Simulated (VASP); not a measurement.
# AlNi (Pm-3m) in VASP: notebook

The runs below take AlNi through single point, relaxation of cell and atoms, with RPBE.

All numbers are computed with VASP 6.6.1; they aren't measurements. Logs are shortened: lines on timing, memory, paths and dates and some standing lists are left out, and cuts for length are marked.

### Step 1. The cell of the first run

The structure is cubic, space group Pm-3m (No. 221). Conventional cell: a = 2.916 Å, b = 2.916 Å, c = 2.916 Å, α = 90.00°, β = 90.00°, γ = 90.00°. Within 3.3 Å of Al (site symmetry m-3m) lie 8 Ni at 2.53 Å and 6 Al at 2.92 Å. Ni (site symmetry m-3m) has 8 Al at 2.53 Å and 6 Ni at 2.92 Å within 3.3 Å.

### Step 2. Single point, RPBE

Contents of INCAR:

```
SYSTEM = AlNi
  PREC = Accurate
  ENCUT = 520
  EDIFF = 1E-6
  ISMEAR = 0
  SIGMA = 0.1
  LREAL = .FALSE.
  LASPH = .TRUE.
  NELM = 100
  ALGO = Normal
  ISIF = 2
  LWAVE = .FALSE.
  LCHARG = .FALSE.
  GGA = RP
  NBANDS = 14
```

Contents of KPOINTS:

```
Automatic mesh
0
G
  14 14 14
  0 0 0
```

Contents of POSCAR:

```
AlNi
1.0
    2.9163779114      0.0000000000      0.0000000000
    0.0000000000      2.9163779114      0.0000000000
    0.0000000000      0.0000000000      2.9163779114
Al Ni
1 1
Direct
    0.0000000000      0.0000000000      0.0000000000
    0.5000000000      0.5000000000      0.5000000000
```

Potentials or basis: VASP PAW PBE potentials, release 64 (Al, Ni).

Started as:

```
$ cat potpaw_PBE.64/Al/POTCAR potpaw_PBE.64/Ni/POTCAR > POTCAR
$ mpirun -np 1 vasp_std > vasp.out
```

OUTCAR:

```text
SYSTEM = AlNi
   PREC = Accurate
   ENCUT = 520
   EDIFF = 1E-6
   ISMEAR = 0
   LREAL = .FALSE.
   LASPH = .TRUE.
   NELM = 100
   ISIF = 2
   GGA = RP

 ion  position               nearest neighbor table
   1  0.000  0.000  0.000-   2 2.53   2 2.53   2 2.53   2 2.53   2 2.53   2 2.53   2 2.53   2 2.53

   2  0.500  0.500  0.500-   1 2.53   1 2.53   1 2.53   1 2.53   1 2.53   1 2.53   1 2.53   1 2.53

  LATTYP: Found a simple cubic cell.
 ALAT       =     2.9163779114

  Lattice vectors:

 A1 = (   2.9163779114,   0.0000000000,   0.0000000000)
 A2 = (   0.0000000000,   2.9163779114,   0.0000000000)
 A3 = (   0.0000000000,   0.0000000000,   2.9163779114)

Analysis of symmetry for initial positions (statically):
=====================================================================
 Subroutine PRICEL returns:
 Original cell was already a primitive cell.

 Routine SETGRP: Setting up the symmetry group for a
 simple cubic supercell.

 Subroutine GETGRP returns: Found 48 space group operations
 (whereof 48 operations were pure point group operations)
 out of a pool of 48 trial point group operations.

The static configuration has the point symmetry O_h .

Analysis of symmetry for dynamics (positions and initial velocities):
=====================================================================
 Subroutine PRICEL returns:
 Original cell was already a primitive cell.

 Routine SETGRP: Setting up the symmetry group for a
 simple cubic supercell.

 Subroutine GETGRP returns: Found 48 space group operations
 (whereof 48 operations were pure point group operations)
 out of a pool of 48 trial point group operations.

The dynamic configuration has the point symmetry O_h .

 Subroutine INISYM returns: Found 48 space group operations
 (whereof 48 operations are pure point group operations),
 and found     1 'primitive' translations

----------------------------------------------------------------------------------------

                                     Primitive cell

  volume of cell :      24.8046

  direct lattice vectors                    reciprocal lattice vectors
     2.916377911  0.000000000  0.000000000     0.342891090  0.000000000  0.000000000
     0.000000000  2.916377911  0.000000000     0.000000000  0.342891090  0.000000000
     0.000000000  0.000000000  2.916377911     0.000000000  0.000000000  0.342891090

  length of vectors
     2.916377911  2.916377911  2.916377911     0.342891090  0.342891090  0.342891090

  position of ions in fractional coordinates (direct lattice)
     0.000000000  0.000000000  0.000000000
     0.500000000  0.500000000  0.500000000

  ion indices of the primitive-cell ions
   primitive index   ion index
                 1           1
                 2           2

----------------------------------------------------------------------------------------

 KPOINTS: Automatic mesh

Automatic generation of k-mesh.
 Grid dimensions read from file:
 generate k-points for:   14   14   14

 Generating k-lattice:

  Cartesian coordinates                     Fractional coordinates (reciprocal lattice)
     0.024492221  0.000000000  0.000000000     0.071428571  0.000000000  0.000000000
     0.000000000  0.024492221  0.000000000     0.000000000  0.071428571  0.000000000
     0.000000000  0.000000000  0.024492221     0.000000000  0.000000000  0.071428571

  Length of vectors
     0.024492221  0.024492221  0.024492221

  Shift w.r.t. Gamma in fractional coordinates (k-lattice)
     0.000000000  0.000000000  0.000000000

 Subroutine IBZKPT returns following result:
 ===========================================

 Found    120 irreducible k-points:

 Following reciprocal coordinates:
            Coordinates               Weight
  0.000000  0.000000  0.000000      1.000000
  0.071429  0.000000  0.000000      6.000000
  0.142857  0.000000  0.000000      6.000000
  0.214286  0.000000  0.000000      6.000000
  0.285714  0.000000  0.000000      6.000000
  0.357143  0.000000  0.000000      6.000000
[... 16 lines left out ...]
  0.285714  0.214286  0.000000     24.000000
  0.357143  0.214286  0.000000     24.000000
 [... further k-points ...]
   k-points           NKPTS =    120   k-points in BZ     NKDIM =    120   number of bands    NBANDS=     14
   number of dos      NEDOS =    301   number of ions     NIONS =      2
   total plane-waves  NPLWV =  13824
   dimension x,y,z NGX =    24 NGY =   24 NGZ =   24
   dimension x,y,z NGXF=    48 NGYF=   48 NGZF=   48
   ions per type =               1   1
   NGX,Y,Z   is equivalent  to a cutoff of  13.68, 13.68, 13.68 a.u.
   NGXF,Y,Z  is equivalent  to a cutoff of  27.36, 27.36, 27.36 a.u.
 SYSTEM =  AlNi
   PREC   = accura    normal or accurate (medium, high low for compatibility)
   ISTART =      0    job   : 0-new  1-cont  2-samecut
   ICHARG =      2    charge: 1-file 2-atom 10-const
   ISPIN  =      1    spin polarized calculation?
   LNONCOLLINEAR =      F non collinear calculations
   LSORBIT =      F    spin-orbit coupling
   LASPH  =      T    aspherical Exc in radial PAW
   ENCUT  =  520.0 eV  38.22 Ry    6.18 a.u.   5.42  5.42  5.42*2*pi/ulx,y,z
   NELM   =    100;   NELMIN=  2; NELMDL= -5     # of ELM steps
   EDIFF  = 0.1E-05   stopping-criterion for ELM
   LREAL  =      F    real-space projection
   EDIFFG = 0.1E-04   stopping-criterion for IOM
   NSW    =      0    number of steps for IOM
   IBRION =     -1    ionic relax: 0-MD 1-quasi-New 2-CG
   NFREE  =      0    steps in history (QN), initial steepest desc. (CG)
   ISIF   =      2    stress and relaxation
   ISYM   =      2    0-nonsym 1-usesym 2-fastsym
   POTIM  = 0.5000    time-step for ionic-motion
   TEBEG  =    0.0;   TEEND  =   0.0 temperature during run
   PSTRESS=    0.0 pullay stress
   NELECT =      13.0000    total number of electrons
   NUPDOWN=      -1.0000    fix difference up-down
   EMIN   =  10.00;   EMAX   =-10.00  energy-range for DOS
   EFERMI =   0.00;   METHOD = LEGACY
   ISMEAR =     0;   SIGMA  =   0.10  broadening in eV -4-tet -1-fermi 0-gaus
   EFERMI_NEDOS =   21; number of points for ismear=-14 and -15
   IALGO  =     38    algorithm
   IMIX   =      4    mixing-type and parameters
     AMIX     =   0.40;   BMIX     =  1.00
     AMIX_MAG =   1.60;   BMIX_MAG =  1.00
  volume/ion in A,a.u.               =      12.40        83.69
  Fermi-wavevector in a.u.,A,eV,Ry     =   1.319914  2.494275 23.703685  1.742172
  Thomas-Fermi vector in A             =   2.449777
   LORBIT       =      0    0 simple, 1 ext, 2 COOP (PROOUT), +10 PAW based schemes
   GGA     = RP    functional components
   LHFCALC =     F    Hartree Fock is set to
   AEXX    =    0.0000 exact exchange contribution
   IVDW    =     0    specifies the selected vdW correction
   LEPSILON=     F    determine dielectric tensor
   LRPA    =     F    only Hartree local field effects (RPA)
 non-spin polarized calculation
 Gauss-broadening in eV      SIGMA  =   0.10
  energy-cutoff  :      520.00
  volume of cell :       24.80
 maximum number of plane-waves:       691
 NGX is ok and might be reduce to    24
   NGX = 11   NGY = 11   NGZ = 11

 number of electron      13.0000005 magnetization

 Free energy of the ion-electron system (eV)
  ---------------------------------------------------
  ext. energy  EPLUGINS =         0.00000000
  ---------------------------------------------------
  free energy    TOTEN  =        -9.74997354 eV

  energy without entropy =       -9.74472906  energy(sigma->0) =       -9.74735130

 E-fermi :   9.6421     XC(G=0): -11.7844

 val. band max:        9.6280917600   @ k =   0.3571   0.1429   0.1429
 cond. band min:       9.6738400877   @ k =   0.3571   0.2857   0.0714
 fundamental gap:      0.0457483277
 Fermi energy:         9.6420797317

 k-point     1 :       0.0000    0.0000    0.0000
  band No.  band energies     occupation
      1      -1.2026      2.00000
      2       6.6172      2.00000
      3       6.6172      2.00000
      4       8.2079      2.00000
      5       8.2079      2.00000
      6       8.2079      2.00000
      7      15.0418      0.00000
      8      15.0418      0.00000
      9      15.0418      0.00000
     10      17.6247      0.00000
     11      17.6247      0.00000
     12      22.9125      0.00000
     13      30.1747      0.00000
     14      30.1747      0.00000

 k-point     2 :       0.0714    0.0000    0.0000
  band No.  band energies     occupation
      1      -1.1110      2.00000
      2       6.6092      2.00000
      3       6.6382      2.00000
      4       8.1691      2.00000
      5       8.1691      2.00000
      6       8.2120      2.00000
      7      14.0796      0.00000
      8      15.1628      0.00000
      9      15.1628      0.00000
     10      17.6328      0.00000
     11      18.4874      0.00000
     12      23.2436      0.00000
     13      29.1178      0.00000
     14      29.1178      0.00000

 k-point     3 :       0.1429    0.0000    0.0000
  band No.  band energies     occupation
      1      -0.8374      2.00000
      2       6.5612      2.00000
      3       6.6979      2.00000
      4       8.0643      2.00000
      5       8.0643      2.00000
      6       8.2234      2.00000
      7      12.5087      0.00000
      8      15.5145      0.00000
      9      15.5145      0.00000
     10      17.6568      0.00000
     11      19.7045      0.00000
     12      24.3070      0.00000
     13      27.4024      0.00000
     14      27.4024      0.00000
[... 324 lines left out ...]
 k-point    23 :       0.2857    0.2143    0.0000
  band No.  band energies     occupation
      1       1.0105      2.00000
      2       6.2621      2.00000
      3       6.8007      2.00000
      4       7.5157      2.00000
      5       7.8212      2.00000
      6       8.0095      2.00000
      7      10.3370      0.00000
      8      12.6670      0.00000
      9      17.7453      0.00000
     10      18.3972      0.00000
     11      20.9362      0.00000
     12      24.6276      0.00000
     13      25.1920      0.00000
     14      26.6880      0.00000

 k-point    24 :       0.3571    0.2143    0.0000
  band No.  band energies     occupation
      1       1.7620      2.00000
      2       5.5847      2.00000
      3       6.9650      2.00000
      4       7.4718      2.00000
      5       7.7076      2.00000
      6       8.0285      2.00000
      7       9.5624      1.73993
      8      13.2891      0.00000
      9      17.3312      0.00000
     10      18.5884      0.00000
     11      20.9384      0.00000
     12      23.1951      0.00000
     13      25.4025      0.00000
     14      26.8662      0.00000

 [... further k-points ...]
[... 5 lines left out ...]
  --------------------------------------------------------------------------------------
  -------------------------------------------------------------------------------------
  Total       -0.0213635     -0.0213635     -0.0213635      0.0000000     -0.0000000      0.0000000
  in kB       -1.3799097     -1.3799097     -1.3799097      0.0000000     -0.0000000      0.0000000
  external PRESSURE =      -1.3799097 kB  Pullay stress =       0.0000000 kB

 VOLUME and BASIS-vectors are now :
 -----------------------------------------------------------------------------
  energy-cutoff  :      520.00
  volume of cell :       24.80
      direct lattice vectors                 reciprocal lattice vectors
     2.916377911  0.000000000  0.000000000     0.342891090  0.000000000  0.000000000
     0.000000000  2.916377911  0.000000000     0.000000000  0.342891090  0.000000000
     0.000000000  0.000000000  2.916377911     0.000000000  0.000000000  0.342891090

 POSITION                                       TOTAL-FORCE (eV/Angst)
 -----------------------------------------------------------------------------------
      0.00000      0.00000      0.00000         0.000000      0.000000      0.000000
      1.45819      1.45819      1.45819         0.000000      0.000000      0.000000
 -----------------------------------------------------------------------------------
    total drift:                                0.000000      0.000000     -0.000000

  FREE ENERGIE OF THE ION-ELECTRON SYSTEM (eV)
  ---------------------------------------------------
  free  energy   TOTEN  =        -9.7499735447 eV

  energy  without entropy=       -9.7447290638  energy(sigma->0) =       -9.74735130
```

Wall time 9.9 s (1 thread of Intel Xeon 6975P-C (Granite Rapids), shared host); peak memory 0.16 GiB.

Results:

```
Free energy : -9.7500 eV
Pressure    : -0.1 GPa
```

Caveat: the PAW data sets were made with another functional, which shifts forces and pressure a little. Spin polarisation is off, so any magnetic state and its effect on volume and gap are missing.

### Step 3. Relaxation of cell and atoms, RPBE

This run uses another cell than the first one, of 11.96 Å³/atom, 0.964 times its volume.

Contents of INCAR:

```
SYSTEM = AlNi
PREC = Accurate
ENCUT = 600
EDIFF = 1E-6
ISMEAR = 0
SIGMA = 0.1
LREAL = .False.
LASPH = .True.
NELM = 100
ALGO = Fast
ISIF = 3
LWAVE = .False.
LCHARG = .False.
GGA = RP
IBRION = 2
NSW = 100
EDIFFG = -0.005
```

Contents of KPOINTS:

```
Automatic mesh
0
Gamma
  14 14 14
  0 0 0
```

Contents of POSCAR:

```
AlNi
1.0
    2.8810000000      0.0000000000      0.0000000000
    0.0000000000      2.8810000000      0.0000000000
    0.0000000000      0.0000000000      2.8810000000
Al Ni
1 1
Direct
    0.0000000000      0.0000000000      0.0000000000
    0.5000000000      0.5000000000      0.5000000000
```

Potentials or basis: VASP PAW PBE potentials, release 64 (Al, Ni).

Started as:

```
$ cat potpaw_PBE.64/Al/POTCAR potpaw_PBE.64/Ni/POTCAR > POTCAR
$ mpirun -np 1 vasp_std > vasp.out
```

Wall time 45 s (1 thread of Intel Xeon 6975P-C (Granite Rapids), shared host); peak memory 0.17 GiB.

It converged, with:

```
Free energy                            : -9.7494 eV
Relaxed volume                         : 12.39 Å³/atom
Relaxed cell                           : a = 2.915 Å, b = 2.915 Å, c = 2.915 Å, α = 90.00°, β = 90.00°, γ = 90.00°
Space group after relaxing (to 0.05 Å) : Pm-3m (No. 221)
Energy gained by relaxing              : 7.7 meV/atom
Ionic steps                            : 9
Pressure after relaxing                : 0.0 GPa
```

The path:
```tsv
step	energy change (eV)	largest force (eV/Å)	pressure (GPa)	volume (Å³)
1	0.0000	0.0000	5.25	23.91
2	-0.0108	0.0000	-2.89	25.30
3	-0.0154	0.0000	-0.32	24.82
4	-0.0154	0.0000	0.48	24.77
5	-0.0154	0.0000	-0.24	24.80
6	-0.0153	0.0000	0.69	24.74
7	-0.0154	0.0000	-0.11	24.77
8	-0.0154	0.0000	0.28	24.77
9	-0.0154	0.0000	0.02	24.77
```

Final structure:
```cif
data_structure
_symmetry_space_group_name_H-M 'P 1'
_symmetry_Int_Tables_number 1
_cell_length_a 2.9151
_cell_length_b 2.9151
_cell_length_c 2.9151
_cell_angle_alpha 90.000
_cell_angle_beta 90.000
_cell_angle_gamma 90.000
_cell_volume 24.77
loop_
_atom_site_label
_atom_site_type_symbol
_atom_site_fract_x
_atom_site_fract_y
_atom_site_fract_z
_atom_site_occupancy
Al1 Al 0.00000 0.00000 0.00000 1
Ni1 Ni 0.50000 0.50000 0.50000 1
```

Levels at points of the mesh, in eV from the Fermi level:
```csv
k point,band 5,band 6,band 7,band 8,band 9,band 10
"(0.00, 0.00, 0.00)",-1.44,-1.44,5.40,5.40,5.40,7.99
"(0.50, 0.00, 0.00)",-2.11,-1.35,-0.59,8.21,9.88,9.88
"(0.50, 0.50, 0.00)",-1.94,-1.94,-0.94,1.46,2.35,12.00
"(0.50, 0.50, 0.50)",-0.91,2.05,2.05,2.05,3.51,4.31
```

Caveat: the PAW data sets were made with another functional, which shifts forces and pressure a little.
